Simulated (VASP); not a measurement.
Write the native input for VASP 6.6.1 that does the following.

- Task: single point
- Functional: PBE
- Potentials or basis: VASP PAW PBE potentials, release 64 (C, H)
- Cutoff: 520 eV
- k mesh: 5 × 5 × 1
- Occupations: gaussian, width 0.05 eV
- Spin: no spin polarisation
- Dipole correction: yes
- Further INCAR settings: LREAL = Auto; ALGO = Normal; EDIFF = 1e-06; NBANDS = 68

The structure of HC12 lies in POSCAR:

```
HC12
1.0
    5.0509324483      0.0000000000      0.0000000000
    0.0000000000      5.0509324483      0.0000000000
    0.0000000000      0.0000000000     22.3754933530
C H
24 2
Direct
    0.0000000000      0.2500000000      0.1787670080
    0.0000000000      0.7500000000      0.1787670080
    0.5000000000      0.2500000000      0.1787670080
    0.5000000000      0.7500000000      0.1787670080
    0.0000000000      0.0000000000      0.2186716990
    0.0000000000      0.5000000000      0.2186716990
    0.5000000000      0.0000000000      0.2186716990
    0.5000000000      0.5000000000      0.2186716990
    0.2500000000      0.0000000000      0.2585763899
    0.2500000000      0.5000000000      0.2585763899
    0.7500000000      0.0000000000      0.2585763899
    0.7500000000      0.5000000000      0.2585763899
    0.2500000000      0.2500000000      0.2976014419
    0.2500000000      0.7500000000      0.2976014419
    0.7500000000      0.2500000000      0.2976014419
    0.7500000000      0.7500000000      0.2976014419
    0.0000000000      0.2500000000      0.3394883053
    0.0000000000      0.7500000000      0.3394883053
    0.5000000000      0.2500000000      0.3394883053
    0.5000000000      0.7500000000      0.3394883053
    0.0000000000      0.0000000000      0.3743154719
    0.0000000000      0.5000000000      0.3743154719
    0.5000000000      0.0000000000      0.3743154719
    0.5000000000      0.5000000000      0.3743154719
    0.8520075238      0.3750000000      0.4087281209
    1.1479924762      0.3750000000      0.4087281209
```

One way to write it, as run:

INCAR

```
PREC = Accurate
ENCUT = 520
EDIFF = 1E-6
ISMEAR = 0
SIGMA = 0.05
LREAL = Auto
LASPH = T
NELM = 80
ALGO = Normal
ISIF = 2
LWAVE = F
LCHARG = T
LDIPOL = T
IDIPOL = 3
DIPOL = 0.5 0.5 0.288
GGA = PE
LELF = T
LVHAR = T
LVACPOTAV = T
NBANDS = 68
```

KPOINTS

```
regular mesh
0
Gamma
  5 5 1
```

Potentials or basis: VASP PAW PBE potentials, release 64 (C, H).

Launch:

```console
$ cat potpaw_PBE.64/C/POTCAR potpaw_PBE.64/H/POTCAR > POTCAR
$ mpirun -np 1 vasp_std > vasp.out
```

Results of the run:

```json
{"Largest force": "6.126 eV/Å", "Band gap on the k mesh": "zero (bands 49 and 50 overlap by 0.23 eV)"}
```

Run time: 15 min on 1 thread of Intel(R) Xeon(R) Platinum 8488C (Sapphire Rapids), on a shared host, peak memory 0.66 GiB.
